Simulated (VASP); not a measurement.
A run of VASP 6.6.1 is set up as follows.

The input INCAR:

```
PREC = Accurate
ENCUT = 520
EDIFF = 1E-6
ISMEAR = 0
SIGMA = 0.15
LREAL = False
LASPH = True
NELM = 150
ALGO = Normal
ISIF = 2
LWAVE = False
LCHARG = True
ISPIN = 2
MAGMOM = 1.8 1.8
LORBIT = 11
LMAXMIX = 4
GGA = PS
LELF = True
LVHAR = True
NBANDS = 20
```

KPOINTS

```
regular mesh
0
Gamma
  30 30 16
```

Contents of POSCAR:

```
Co
1.0
    2.4687009975      0.0000000000      0.0000000000
   -1.2343504987      2.1379577782      0.0000000000
    0.0000000000      0.0000000000      3.9694710870
Co
2
Direct
    0.6666666667      0.3333333333      0.2500000000
    0.3333333333      0.6666666667      0.7500000000
```

Potentials or basis: VASP PAW PBE potentials, release 64 (Co).

Command:

```bash
$ cat potpaw_PBE.64/Co/POTCAR > POTCAR
$ mpirun -np 1 vasp_std > vasp.out
```

(1) What does it give for the site moments?

(2) What does it give for the pressure?

Answers

(1) Co +1.58 μB.

(2) -3.3 GPa.

Caveat: the cell differs from its parent crystal (strain +0.0050 x Voigt [1, 1, 0, 0, 0, 0]); the cell stands under tension; the PAW data sets were made with another functional, which shifts forces and pressure a little.
